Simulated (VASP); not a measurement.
Input of a VASP 6.6.1 run:

File INCAR:

```
ALGO = Normal ; EDIFF = 1E-6
ENCUT = 520 ; GGA = RE
ISIF = 2 ; ISMEAR = -1
IVDW = 13 ; LASPH = True
LCHARG = False ; LREAL = False
LWAVE = False ; NBANDS = 18
NELM = 100 ; PREC = Accurate
SIGMA = 0.05
```

KPOINTS

```
k-points
0
Gamma
  7 7 7
```

File POSCAR:

```
BiTe
1.0
    0.0000000000      3.1985627744      3.1985627744
    3.1985627744      0.0000000000      3.1985627744
    3.1985627744      3.1985627744      0.0000000000
Bi Te
1 1
Direct
    0.0000000000      0.0000000000      0.0000000000
    0.5000000000      0.5000000000      0.5000000000
```

Potentials or basis: VASP PAW PBE potentials, release 64 (Bi_d, Te).

Command:

```bash
$ cat potpaw_PBE.64/Bi_d/POTCAR potpaw_PBE.64/Te/POTCAR > POTCAR
$ mpirun -np 1 vasp_std > vasp.out
```

Question: Estimate the pressure.

Answer: -0.1 GPa.

Question: Predict the dispersion energy per atom.

Answer: -0.779 eV.

Caveat: the PAW data sets were made with another functional, which shifts forces and pressure a little; pairwise dispersion overbinds metals, which lowers pressure and volume.
